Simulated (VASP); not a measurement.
InSe: single point with PBE

The system is InSe.

```
In Se
1.0
     6.70175    0.00000    0.00000
    -3.35087    5.80388    0.00000
     0.00000    0.00000    4.34256
In Se
3 3
Cartesian
  3.3509 0.0000 0.0000
  1.6754 2.9019 0.0000
  -1.6754 2.9019 0.0000
  0.0000 0.0000 0.0000
  0.0000 3.8693 2.1713
  3.3509 1.9346 2.1713
```

```yaml
Program: VASP 6.6.1
Task: single point
Functional: PBE
Potentials_or_basis: VASP PAW PBE potentials, release 64 (In_d, Se)
Cutoff: 520 eV
k_mesh: 6 × 6 × 10
Occupations: gaussian, width 0.1 eV
Spin: no spin polarisation
```

* Pressure: 0.0 GPa
* Band gap on the k mesh: zero (an odd number of electrons rules out a gap without spin polarisation)

Levels at points of the mesh, in eV from the Fermi level:
```
           k point  band 27  band 28  band 29  band 30  band 31  band 32
(0.00, 0.00, 0.00)    -1.01    -0.17     0.08     1.57     1.57     3.51
(0.50, 0.00, 0.00)    -1.49    -0.10     0.01     1.52     1.89     3.21
(0.00, 0.00, 0.50)    -1.46    -1.46    -1.24     2.13     3.03     3.03
(0.50, 0.00, 0.50)    -1.21    -0.86    -0.56     1.43     2.26     2.39
```

Run time: 3.4 min on 1 thread of Intel(R) Xeon(R) 6975P-C (Granite Rapids) (shared host), peak memory 0.39 GiB.

Caveat: spin-orbit coupling is left out, which moves the levels of the heavy elements.
